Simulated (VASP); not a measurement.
# LuPd2O2 (I4/mmm) in VASP: a series of runs, part 2 of 2

VASP 6.6.1. Earlier steps stand in the parts before.

## 4. Relaxation of cell and atoms, PBE

This run uses another cell than the first one, of 16.41 Å³/atom.

INCAR reads:

```
ALGO     = Normal         # electronic algorithm
EDIFF    = 1E-6           # SCF threshold, eV
EDIFFG   = -0.04          # ionic threshold
ENCUT    = 600            # plane-wave cutoff, eV
GGA      = PE             # functional
IBRION   = 2              # ionic algorithm
ISIF     = 3              # what is computed and relaxed
ISMEAR   = 0              # smearing method
LASPH    = T              # aspherical terms in the spheres
LCHARG   = F              # write CHGCAR
LREAL    = F              # projectors in reciprocal space
LWAVE    = F              # write WAVECAR
NELM     = 60             # most SCF steps
NSW      = 90             # ionic steps
PREC     = Accurate       # precision mode
SIGMA    = 0.1            # smearing width, eV
```

KPOINTS reads:

```
k-points
0
Gamma
  6 6 6
```

POSCAR reads:

```
LuPd2O2
1.0
   -2.2390312400      2.2390312400      4.0912399500
    2.2390312400     -2.2390312400      4.0912399500
    2.2390312400      2.2390312400     -4.0912399500
Lu Pd O
1 2 2
Direct
    0.5000000000      0.5000000000      0.0000000000
    0.8398936000      0.8398936000      0.0000000000
    0.1601064000      0.1601064000      0.0000000000
    0.5000000000      0.0000000000      0.5000000000
    0.0000000000      0.5000000000      0.5000000000
```

Command:

```bash
$ cat potpaw_PBE.64/Lu/POTCAR potpaw_PBE.64/Pd/POTCAR potpaw_PBE.64/O/POTCAR > POTCAR
$ mpirun -np 1 vasp_std > vasp.out
```

Wall time 20 min (1 thread of Intel Xeon 8259CL, shared host); peak memory 0.36 GiB.

The run converged. Its results:

```
Free energy                           : -29.7025 eV
Relaxed volume                        : 15.45 Å³/atom
Relaxed cell                          : a = 5.186 Å, b = 5.186 Å, c = 5.186 Å, α = 131.21°, β = 131.21°, γ = 71.49°
Space group after relaxing (to 0.1 Å) : I4/mmm (No. 139)
Energy gained by relaxing             : 54.9 meV/atom
Ionic steps                           : 5
Pressure after relaxing               : 0.0 GPa
Largest force after relaxing          : 0.019 eV/Å
Band gap on the k mesh                : zero (an odd number of electrons rules out a gap without spin polarisation)
```

Forces in eV/Å, atoms in the order of the input:
```
Lu   0.000  0.000  0.000
Pd   0.000  0.000  0.019
Pd   0.000  0.000 -0.019
O    0.000  0.000  0.000
O    0.000  0.000  0.000
```

Step by step:
```
step  energy change (eV)  largest force (eV/Å)  pressure (GPa)  volume (Å³)
   1              0.0000                0.0910           -7.46        82.04
   2             -0.1874                0.4058            6.89        73.21
   3             -0.2474                0.2106            1.38        75.90
   4             -0.2716                0.0442            0.42        76.80
   5             -0.2743                0.0192            0.00        77.24
```

Final structure:
```cif
data_structure
_symmetry_space_group_name_H-M 'P 1'
_symmetry_Int_Tables_number 1
_cell_length_a 5.1857
_cell_length_b 5.1857
_cell_length_c 5.1857
_cell_angle_alpha 131.206
_cell_angle_beta 131.206
_cell_angle_gamma 71.486
_cell_volume 77.24
loop_
_atom_site_label
_atom_site_type_symbol
_atom_site_fract_x
_atom_site_fract_y
_atom_site_fract_z
_atom_site_occupancy
Lu1 Lu 0.50000 0.50000 0.00000 1
Pd1 Pd 0.83857 0.83857 0.00000 1
Pd2 Pd 0.16143 0.16143 0.00000 1
O1 O 0.50000 0.00000 0.50000 1
O2 O 0.00000 0.50000 0.50000 1
```

Levels at points of the mesh, in eV from the Fermi level:
| k point | band 25 | band 26 | band 27 | band 28 | band 29 | band 30 | band 31 | band 32 |
| --- | --- | --- | --- | --- | --- | --- | --- | --- |
| (0.00, 0.00, 0.00) | -0.88 | -0.80 | -0.30 | 0.09 | 0.09 | 0.17 | 3.34 | 3.34 |
| (0.50, 0.00, 0.00) | -0.94 | -0.64 | -0.57 | -0.48 | -0.13 | 1.10 | 2.48 | 5.14 |
| (0.50, 0.50, 0.00) | -1.28 | -1.13 | -0.83 | -0.20 | 0.25 | 2.34 | 3.19 | 3.61 |
| (0.50, 0.50, 0.50) | -1.03 | -0.49 | -0.49 | -0.30 | 0.23 | 1.54 | 2.84 | 4.50 |

Caveat: spin-orbit coupling is left out, which moves the levels of the heavy elements; an odd number of electrons without spin polarisation forces a metal; a magnetic or distorted state may lie lower.

## 5. Single point, PBE

INCAR reads:

```
PREC = Accurate ; ENCUT = 520
EDIFF = 1E-6 ; ISMEAR = 0
SIGMA = 0.1 ; LREAL = F
LASPH = T ; NELM = 100
ALGO = Normal ; ISIF = 2
LWAVE = F ; LCHARG = F
GGA = PE ; NBANDS = 36
```

KPOINTS reads:

```
regular mesh
0
Gamma
  12 12 12
```

POSCAR reads:

```
LuPd2O2
1.0
   -2.1365904059      2.1365904059      4.2213305558
    2.1365904059     -2.1365904059      4.2213305558
    2.1365904059      2.1365904059     -4.2213305558
Lu Pd O
1 2 2
Direct
    0.5000000000      0.5000000000      0.0000000000
    0.8381207056      0.8381207056      0.0000000000
    0.1618792944      0.1618792944      0.0000000000
    0.5000000000      0.0000000000      0.5000000000
    0.0000000000      0.5000000000      0.5000000000
```

Command:

```bash
$ cat potpaw_PBE.64/Lu/POTCAR potpaw_PBE.64/Pd/POTCAR potpaw_PBE.64/O/POTCAR > POTCAR
$ mpirun -np 1 vasp_std > vasp.out
```

It took 16 min on 1 thread of Intel Xeon 8259CL, shared host; peak memory 0.59 GiB.

The run converged. Its results:

```
Free energy            : -29.6941 eV
Pressure               : 0.4 GPa
Largest force          : 0.021 eV/Å
Band gap on the k mesh : zero (an odd number of electrons rules out a gap without spin polarisation)
```

Forces on the atoms (eV/Å):
```
Lu   0.000  0.000  0.000
Pd   0.000  0.000  0.021
Pd   0.000  0.000 -0.021
O    0.000  0.000  0.000
O    0.000  0.000  0.000
```

Stress tensor (GPa, compression positive):
```
0.66 0.00 0.00
0.00 0.66 0.00
0.00 0.00 0.00
```

Levels at points of the mesh, in eV from the Fermi level:
| k point | band 26 | band 27 | band 28 | band 29 | band 30 | band 31 | band 32 | band 33 |
| --- | --- | --- | --- | --- | --- | --- | --- | --- |
| (0.00, 0.00, 0.00) | -0.79 | -0.32 | 0.11 | 0.11 | 0.18 | 3.35 | 3.35 | 4.90 |
| (0.50, 0.00, 0.00) | -0.64 | -0.56 | -0.47 | -0.11 | 1.10 | 2.48 | 5.17 | 6.39 |
| (0.50, 0.50, 0.00) | -1.13 | -0.84 | -0.19 | 0.25 | 2.36 | 3.21 | 3.62 | 5.19 |
| (0.50, 0.50, 0.50) | -0.47 | -0.47 | -0.31 | 0.25 | 1.53 | 2.85 | 4.55 | 5.12 |

Caveat: spin-orbit coupling is left out, which moves the levels of the heavy elements; an odd number of electrons without spin polarisation forces a metal; a magnetic or distorted state may lie lower.

## 6. Single point, PBE, collinear spin

INCAR reads:

```
SYSTEM = LuPd2O2
  ALGO = Normal
  EDIFF = 1E-6
  ENCUT = 520
  GGA = PE
  ISIF = 2
  ISMEAR = 0
  ISPIN = 2
  LASPH = .True.
  LCHARG = .True.
  LELF = .True.
  LMAXMIX = 4
  LORBIT = 11
  LREAL = .False.
  LVHAR = .True.
  LWAVE = .False.
  MAGMOM = 0 1 1 0 0
  NBANDS = 40
  NELM = 150
  PREC = Accurate
  SIGMA = 0.1
```

KPOINTS reads:

```
k-points
0
Gamma
  6 6 6
  0 0 0
```

POSCAR reads:

```
LuPd2O2
1.0
   -2.1394166049      2.1394166049      4.2146066624
    2.1394166049     -2.1394166049      4.2146066624
    2.1394166049      2.1394166049     -4.2146066624
Lu Pd O
1 2 2
Direct
    0.5000000000      0.5000000000      0.0000000000
    0.8384379626      0.8384379626      0.0000000000
    0.1615620374      0.1615620374      0.0000000000
    0.5000000000      0.0000000000      0.5000000000
    0.0000000000      0.5000000000      0.5000000000
```

Potentials or basis: VASP PAW PBE potentials, release 64 (Lu, Pd, O).

Command:

```bash
$ cat potpaw_PBE.64/Lu/POTCAR potpaw_PBE.64/Pd/POTCAR potpaw_PBE.64/O/POTCAR > POTCAR
$ mpirun -np 1 vasp_std > vasp.out
```

Wall time 11 min (1 thread of Intel Xeon 8259CL, shared host); peak memory 0.39 GiB.

Results (log left out):

```
Free energy                                           : -29.6925 eV
Pressure                                              : 0.3 GPa
Largest force                                         : 0.022 eV/Å
Net moment                                            : 0.00 μB per cell
Valence electrons inside the program's atomic spheres : Lu 23.54; Pd 9.10; O 4.94
```

Forces on the atoms (eV/Å):
```
Lu   0.000  0.000  0.000
Pd   0.000  0.000  0.022
Pd   0.000  0.000 -0.022
O    0.000  0.000  0.000
O    0.000  0.000  0.000
```

Stress tensor (GPa, compression positive):
```
0.40 0.00 0.00
0.00 0.40 0.00
0.00 0.00 0.00
```

Levels at points of the mesh, in eV from the Fermi level:
Spin up:
| k point | band 24 | band 25 | band 26 | band 27 | band 28 | band 29 | band 30 | band 31 | band 32 | band 33 |
| --- | --- | --- | --- | --- | --- | --- | --- | --- | --- | --- |
| (0.00, 0.00, 0.00) | -1.20 | -0.88 | -0.80 | -0.31 | 0.10 | 0.10 | 0.17 | 3.34 | 3.34 | 4.87 |
| (0.50, 0.00, 0.00) | -1.32 | -0.94 | -0.64 | -0.57 | -0.48 | -0.12 | 1.09 | 2.48 | 5.15 | 6.36 |
| (0.50, 0.50, 0.00) | -1.49 | -1.29 | -1.13 | -0.84 | -0.20 | 0.25 | 2.35 | 3.20 | 3.61 | 5.18 |
| (0.50, 0.50, 0.50) | -1.04 | -1.04 | -0.49 | -0.49 | -0.31 | 0.23 | 1.53 | 2.83 | 4.52 | 5.11 |
Spin down:
| k point | band 26 | band 27 | band 28 | band 29 | band 30 | band 31 |
| --- | --- | --- | --- | --- | --- | --- |
| (0.00, 0.00, 0.00) | -0.80 | -0.31 | 0.10 | 0.10 | 0.17 | 3.34 |
| (0.50, 0.00, 0.00) | -0.64 | -0.57 | -0.48 | -0.12 | 1.09 | 2.48 |
| (0.50, 0.50, 0.00) | -1.13 | -0.84 | -0.20 | 0.25 | 2.35 | 3.20 |
| (0.50, 0.50, 0.50) | -0.49 | -0.49 | -0.31 | 0.24 | 1.53 | 2.83 |

Caveat: spin-orbit coupling is left out, which moves the levels of the heavy elements.

## 7. The runs side by side

```tsv
task	spin	cell	k mesh	cutoff (eV)	gap on the mesh (eV)	pressure (GPa)	largest force (eV/Å)
single point	off	a = 5.188 Å, angles 131.3, 131.3, 71.3°, 5 atoms, atomic positions A	6 × 6 × 6	520	none	0.3	0.02
single point	off	a = 5.173 Å, angles 128.7, 128.7, 75.5°, 5 atoms, atomic positions B	6 × 6 × 6	520	none	-7.4	0.09
relaxation of cell and atoms	off	relaxed from a = 5.173 Å, angles 128.7, 128.7, 75.5°, 5 atoms, atomic positions B	6 × 6 × 6	600	none	0.0	0.02
single point	off	a = 5.191 Å, angles 131.4, 131.4, 71.2°, 5 atoms, atomic positions A	12 × 12 × 12	520	none	0.4	0.02
single point	collinear	a = 5.188 Å, angles 131.3, 131.3, 71.3°, 5 atoms, atomic positions A	6 × 6 × 6	520	none	0.3	0.02
```

Alike in all rows: level PBE; potentials or basis VASP PAW PBE potentials, release 64 (Lu, Pd, O); smearing gaussian 0.1 eV.

Caveats: spin-orbit coupling is left out, which moves the levels of the heavy elements; an odd number of electrons without spin polarisation forces a metal (at least some runs); a magnetic or distorted state may lie lower (at least some runs); the cell stands under tension (at least some runs).

Absolute energies hang on the potentials; compare differences alone.
